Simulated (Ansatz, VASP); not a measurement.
**Si16B: VASP beside Ansatz**

```
CELL_PARAMETERS angstrom
0.00000 5.43000 5.43000
5.43000 0.00000 5.43000
5.43000 5.43000 0.00000
ATOMIC_POSITIONS crystal
Si 0.00776 0.99739 0.99753
Si 0.12255 0.12730 0.12770
Si 0.99981 0.00075 0.49982
Si 0.12257 0.12755 0.62256
Si 0.99956 0.49950 0.00143
Si 0.12249 0.62249 0.12782
Si 0.99998 0.49979 0.49998
Si 0.12541 0.62481 0.62542
Si 0.49683 0.99682 0.99683
Si 0.62402 0.12549 0.12399
Si 0.49753 0.99740 0.50774
Si 0.62769 0.12731 0.62255
Si 0.49707 0.50887 0.99707
Si 0.62746 0.62259 0.12747
Si 0.50142 0.49951 0.49957
Si 0.62782 0.62249 0.62249
B 0.37229 0.87635 0.87220
```

Alike in both runs: functional PBE; dispersion D3(BJ); k mesh 2 × 2 × 2; occupations fermi-dirac, width 0.02 eV; collinear spin.

Ansatz relaxed the structure, and its values are those at the end. VASP's run is a single point on that final structure, the one shown.

|  | VASP | Ansatz |
| --- | --- | --- |
| version | VASP 6.6.1 | Ansatz 0.2.0 |
| potentials or method | VASP PAW PBE potentials, release 64 (Si, B), cutoff 520 eV | scalar-relativistic, plane waves, PAW |
| valence electrons in the cell | 67 | 67 |

```tsv
	VASP	Ansatz	Ansatz less VASP
rms of the force components (eV/Å)	0.009	0.008	-0.0001
net moment per atom (μB)	0.00	0.00	0.000
```

Ansatz's warnings: filled band counts differ across k points, seeded moment not kept.

The k mesh is coarse, so the values compare programs but aren't converged.
